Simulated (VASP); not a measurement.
# Mg (P6_3/mmc) in VASP: notebook

The runs below take Mg through single point, relaxation of volume and atoms at fixed shape, with r2SCAN.

All numbers are computed with VASP 6.6.1; they aren't measurements. Logs are shortened: lines on timing, memory, paths and dates and some standing lists are left out, and cuts for length are marked.

## 1. The cell of the first run

The structure is hexagonal, space group P6_3/mmc (No. 194). The conventional cell has a = 3.178 Å, b = 3.178 Å, c = 5.160 Å, α = 90.00°, β = 90.00°, γ = 120.00°. Within 4.2 Å of Mg (site symmetry -6m2) lie 12 Mg at 3.17 to 3.18 Å.

## 2. Single point, r2SCAN

File POSCAR:

```
Mg
1.0
    3.1781076304      0.0000000000      0.0000000000
   -1.5890538152      2.7523219439      0.0000000000
    0.0000000000      0.0000000000      5.1596591724
Mg
2
Direct
    0.3333333333      0.6666666667      0.2500000000
    0.6666666667      0.3333333333      0.7500000000
```

File INCAR.step1:

```
PREC = Accurate ; ENCUT = 520
ISMEAR = -1 ; SIGMA = 0.05
LREAL = False ; LASPH = True
NELM = 100 ; NBANDS = 9
GGA = PE ; ALGO = Normal
EDIFF = 1E-4 ; LWAVE = True
LCHARG = False
```

File INCAR.step2:

```
PREC = Accurate ; ENCUT = 520
EDIFF = 1E-6 ; ISMEAR = -1
SIGMA = 0.05 ; LREAL = False
LASPH = True ; NELM = 100
ALGO = Normal ; ISIF = 2
LWAVE = False ; LCHARG = False
METAGGA = R2SCAN ; LMIXTAU = True
NBANDS = 9 ; ISTART = 1
```

File KPOINTS:

```
Automatic mesh
0
Gamma
  9 9 5
```

Potentials or basis: VASP PAW PBE potentials, release 64 (Mg).

Started as:

```bash
cat potpaw_PBE.64/Mg/POTCAR > POTCAR
cp INCAR.step1 INCAR
mpirun -np 1 vasp_std > vasp.out
cp INCAR.step2 INCAR
mpirun -np 1 vasp_std > vasp.out
```

OUTCAR:

```text
PREC = Accurate
   ENCUT = 520
   EDIFF = 1E-6
   ISMEAR = -1
   LREAL = False
   LASPH = True
   NELM = 100
   ISIF = 2
   METAGGA = R2SCAN
   ISTART = 1

 ion  position               nearest neighbor table
   1  0.333  0.667  0.250-   2 3.17   2 3.17   2 3.17   2 3.17   2 3.17   2 3.17
   2  0.667  0.333  0.750-   1 3.17   1 3.17   1 3.17   1 3.17   1 3.17   1 3.17

  LATTYP: Found a hexagonal cell.
 ALAT       =     3.1781076304
 C/A-ratio  =     1.6235004514

  Lattice vectors:

 A1 = (   3.1781076304,   0.0000000000,   0.0000000000)
 A2 = (  -1.5890538152,   2.7523219439,   0.0000000000)
 A3 = (   0.0000000000,   0.0000000000,   5.1596591724)

Analysis of symmetry for initial positions (statically):
=====================================================================
 Subroutine PRICEL returns:
 Original cell was already a primitive cell.

 Routine SETGRP: Setting up the symmetry group for a
 hexagonal supercell.

 Subroutine GETGRP returns: Found 24 space group operations
 (whereof 12 operations were pure point group operations)
 out of a pool of 24 trial point group operations.

The static configuration has the point symmetry D_3d.
 The point group associated with its full space group is D_6h.

Analysis of symmetry for dynamics (positions and initial velocities):
=====================================================================
 Subroutine PRICEL returns:
 Original cell was already a primitive cell.

 Routine SETGRP: Setting up the symmetry group for a
 hexagonal supercell.

 Subroutine GETGRP returns: Found 24 space group operations
 (whereof 12 operations were pure point group operations)
 out of a pool of 24 trial point group operations.

The dynamic configuration has the point symmetry D_3d.
 The point group associated with its full space group is D_6h.

 Subroutine INISYM returns: Found 24 space group operations
 (whereof 12 operations are pure point group operations),
 and found     1 'primitive' translations

----------------------------------------------------------------------------------------

                                     Primitive cell

  volume of cell :      45.1324

  direct lattice vectors                    reciprocal lattice vectors
     3.178107630  0.000000000  0.000000000     0.314652654  0.181664794  0.000000000
    -1.589053815  2.752321944  0.000000000     0.000000000  0.363329589  0.000000000
[... 89 lines left out ...]
   IBRION =     -1    ionic relax: 0-MD 1-quasi-New 2-CG
   NFREE  =      0    steps in history (QN), initial steepest desc. (CG)
   ISIF   =      2    stress and relaxation
   ISYM   =      2    0-nonsym 1-usesym 2-fastsym
   POTIM  = 0.5000    time-step for ionic-motion
   TEBEG  =    0.0;   TEEND  =   0.0 temperature during run
   PSTRESS=    0.0 pullay stress
   NELECT =       4.0000    total number of electrons
   NUPDOWN=      -1.0000    fix difference up-down
   EMIN   =  10.00;   EMAX   =-10.00  energy-range for DOS
   EFERMI =   0.00;   METHOD = LEGACY
   ISMEAR =    -1;   SIGMA  =   0.05  broadening in eV -4-tet -1-fermi 0-gaus
   EFERMI_NEDOS =   21; number of points for ismear=-14 and -15
   IALGO  =     38    algorithm
   IMIX   =      4    mixing-type and parameters
     AMIX     =   0.40;   BMIX     =  1.00
     AMIX_MAG =   1.60;   BMIX_MAG =  1.00
  volume/ion in A,a.u.               =      22.57       152.28
  Fermi-wavevector in a.u.,A,eV,Ry     =   0.729903  1.379317  7.248620  0.532759
  Thomas-Fermi vector in A             =   1.821740
   LORBIT       =      0    0 simple, 1 ext, 2 COOP (PROOUT), +10 PAW based schemes
   METAGGA = R2SCAN    functional components
   LHFCALC =     F    Hartree Fock is set to
   AEXX    =    0.0000 exact exchange contribution
   IVDW    =     0    specifies the selected vdW correction
   LEPSILON=     F    determine dielectric tensor
   LRPA    =     F    only Hartree local field effects (RPA)
 non-spin polarized calculation
  energy-cutoff  :      520.00
  volume of cell :       45.13
 maximum number of plane-waves:      1226
 NGX is ok and might be reduce to    24
   NGX = 11   NGY = 11   NGZ = 19

 number of electron       4.0000000 magnetization

 Free energy of the ion-electron system (eV)
  ---------------------------------------------------
  ext. energy  EPLUGINS =         0.00000000
  ---------------------------------------------------
  free energy    TOTEN  =        -8.29448791 eV

  energy without entropy =       -8.28924341  energy(sigma->0) =       -8.29186566

 E-fermi :   2.6963     XC(G=0):  -9.0942

 val. band max:        2.5076204879   @ k =   0.2222  -0.0000   0.0000
 cond. band min:       2.7248867135   @ k =   0.4444  -0.0000   0.4000
 fundamental gap:      0.2172662256
 Fermi energy:         2.6962658384

 k-point     1 :       0.0000    0.0000    0.0000
  band No.  band energies     occupation
      1      -4.7282      2.00000
      2       0.8013      2.00000
      3       1.5421      2.00000
      4      14.5404      0.00000
      5      14.5405      0.00000
      6      14.7336      0.00000
      7      14.7336      0.00000
      8      15.4404      0.00000
      9      17.3641      0.00000
[... 265 lines left out ...]
 k-point    24 :       0.3333    0.3333    0.2000
  band No.  band energies     occupation
      1       2.1506      1.99996
      2       2.3361      1.99851
      3       2.3361      1.99851
      4       5.5422      0.00000
      5       6.0863      0.00000
      6       6.0864      0.00000
      7      10.1036      0.00000
      8      11.0368      0.00000
      9      11.0368      0.00000

 [... further k-points ...]

------------------------ aborting loop because EDIFF is reached ----------------------------------------

  FORCE on cell =-STRESS in cart. coord.  units (eV):
  Direction    XX          YY          ZZ          XY          YZ          ZX
  --------------------------------------------------------------------------------------
  -------------------------------------------------------------------------------------
  Total       -0.1232221     -0.1232221      0.0286232      0.0000000      0.0000000      0.0000000
  in kB       -4.3743190     -4.3743190      1.0161095      0.0000000      0.0000000      0.0000000
  external PRESSURE =      -2.5775095 kB  Pullay stress =       0.0000000 kB

 VOLUME and BASIS-vectors are now :
 -----------------------------------------------------------------------------
  energy-cutoff  :      520.00
  volume of cell :       45.13
      direct lattice vectors                 reciprocal lattice vectors
     3.178107630  0.000000000  0.000000000     0.314652654  0.181664794  0.000000000
    -1.589053815  2.752321944  0.000000000     0.000000000  0.363329589  0.000000000
     0.000000000  0.000000000  5.159659172     0.000000000  0.000000000  0.193811251

 POSITION                                       TOTAL-FORCE (eV/Angst)
 -----------------------------------------------------------------------------------
     -0.00000      1.83488      1.28991        -0.000000      0.000000      0.000000
      1.58905      0.91744      3.86974         0.000000     -0.000000      0.000000
 -----------------------------------------------------------------------------------
    total drift:                                0.000000     -0.000000      0.000000

  FREE ENERGIE OF THE ION-ELECTRON SYSTEM (eV)
  ---------------------------------------------------
  free  energy   TOTEN  =        -8.2944879069 eV

  energy  without entropy=       -8.2892434081  energy(sigma->0) =       -8.29186566
```

OUTCAR.step1:

```text
PREC = Accurate
   ENCUT = 520
   ISMEAR = -1
   LREAL = False
   LASPH = True
[... 512 lines left out ...]
     -0.00000      1.83488      1.28991        -0.000000      0.000000      0.000000
      1.58905      0.91744      3.86974         0.000000     -0.000000      0.000000
 -----------------------------------------------------------------------------------
    total drift:                                0.000000     -0.000000      0.000000

  FREE ENERGIE OF THE ION-ELECTRON SYSTEM (eV)
  ---------------------------------------------------
  free  energy   TOTEN  =        -3.0094032341 eV

  energy  without entropy=       -3.0029444625  energy(sigma->0) =       -3.00617385
```

OSZICAR.step1:

```text
N       E                     dE             d eps       ncg     rms          rms(c)
DAV:   1    -0.319077052236E+00   -0.31908E+00   -0.12506E+03   648   0.313E+02
DAV:   2    -0.299091680186E+01   -0.26718E+01   -0.25940E+01   891   0.273E+01
DAV:   3    -0.302306879541E+01   -0.32152E-01   -0.32110E-01   851   0.262E+00
DAV:   4    -0.302314821132E+01   -0.79416E-04   -0.79414E-04   862   0.127E-01
DAV:   5    -0.302314846457E+01   -0.25325E-06   -0.25323E-06   812   0.722E-03    0.962E-01
DAV:   6    -0.301690366231E+01    0.62448E-02   -0.57008E-04   761   0.188E-01    0.616E-01
DAV:   7    -0.300939188763E+01    0.75118E-02   -0.22063E-03   674   0.324E-01    0.338E-02
DAV:   8    -0.300940323407E+01   -0.11346E-04   -0.15145E-05   523   0.237E-02
   1 F= -.30094032E+01 E0= -.30061738E+01  d E =-.645877E-02
```

Wall time 25 s (1 thread of AMD EPYC 9R45 (Zen 5), shared host); peak memory 0.14 GiB.

Results:

```
Free energy            : -8.2945 eV
Pressure               : -0.3 GPa
Band gap on the k mesh : zero (bands 2 and 3 overlap by 2.16 eV)
```

Levels at points of the mesh, in eV from the Fermi level:
| k point | band 1 | band 2 | band 3 | band 4 | band 5 | band 6 |
| --- | --- | --- | --- | --- | --- | --- |
| (0.00, 0.00, 0.00) | -7.42 | -1.89 | -1.15 | 11.84 | 11.84 | 12.04 |

Caveat: the PAW data sets were made with another functional, which shifts forces and pressure a little.

## 3. Relaxation of volume and atoms at fixed shape, r2SCAN

This run uses another cell than the first one, of 23.24 Å³/atom.

File POSCAR:

```
Mg
1.0
    3.2093000000      0.0000000000      0.0000000000
   -1.6046500000      2.7793353300      0.0000000000
    0.0000000000      0.0000000000      5.2103000000
Mg
2
Direct
    0.3333333300      0.6666666700      0.2500000000
    0.6666666700      0.3333333300      0.7500000000
```

File INCAR.step1:

```
SYSTEM = Mg
PREC = Accurate
ENCUT = 600
ISMEAR = -1
SIGMA = 0.05
LREAL = .False.
LASPH = .True.
NELM = 100
GGA = PE
ALGO = Normal
EDIFF = 1E-4
LWAVE = .True.
LCHARG = .False.
```

File INCAR.step2:

```
SYSTEM = Mg
PREC = Accurate
ENCUT = 600
EDIFF = 1E-6
ISMEAR = -1
SIGMA = 0.05
LREAL = .False.
LASPH = .True.
NELM = 100
ALGO = Normal
ISIF = 8
LWAVE = .False.
LCHARG = .False.
METAGGA = R2SCAN
LMIXTAU = .True.
IBRION = 2
NSW = 80
EDIFFG = -0.03
ISTART = 1
```

File KPOINTS:

```
Automatic mesh
0
Gamma
  9 9 5
  0 0 0
```

Potentials or basis: VASP PAW PBE potentials, release 64 (Mg).

Started as:

```bash
cat potpaw_PBE.64/Mg/POTCAR > POTCAR
cp INCAR.step1 INCAR
mpirun -np 1 vasp_std > vasp.out
cp INCAR.step2 INCAR
mpirun -np 1 vasp_std > vasp.out
```

Run time: 70 s. Hardware: 1 thread of AMD EPYC 9R45 (Zen 5), shared host; peak memory 0.16 GiB.

Results (log left out):

| Item | Value |
| --- | --- |
| Free energy | -8.2950 eV |
| Relaxed volume | 22.43 Å³/atom |
| Relaxed cell | a = 3.172 Å, b = 3.172 Å, c = 5.149 Å, α = 90.00°, β = 90.00°, γ = 120.00° |
| Space group after relaxing (to 0.1 Å) | P6_3/mmc (No. 194) |
| Energy gained by relaxing | 3.6 meV/atom |
| Ionic steps | 3 |
| Pressure after relaxing | 0.0 GPa |
| Band gap on the k mesh | zero (bands 2 and 3 overlap by 2.16 eV) |

Stress tensor (GPa, compression positive):
```
-0.20  0.00  0.00
 0.00 -0.20  0.00
 0.00  0.00  0.35
```

The path:
```
step  energy change (eV)  largest force (eV/Å)  pressure (GPa)  volume (Å³)
   1              0.0000                0.0000           -1.36        46.47
   2             -0.0069                0.0000           -0.29        45.16
   3             -0.0072                0.0000           -0.01        44.85
```

Final structure:
```
Mg
1.0
     3.17153    0.00000    0.00000
    -1.58576    2.74662    0.00000
     0.00000    0.00000    5.14898
Mg
2
Direct
  0.33333 0.66667 0.25000
  0.66667 0.33333 0.75000
```

Levels at points of the mesh, in eV from the Fermi level:
```
           k point  band 1  band 2  band 3  band 4  band 5  band 6
(0.00, 0.00, 0.00)   -7.45   -1.91   -1.15   11.88   11.88   12.09
```

Caveat: the PAW data sets were made with another functional, which shifts forces and pressure a little.
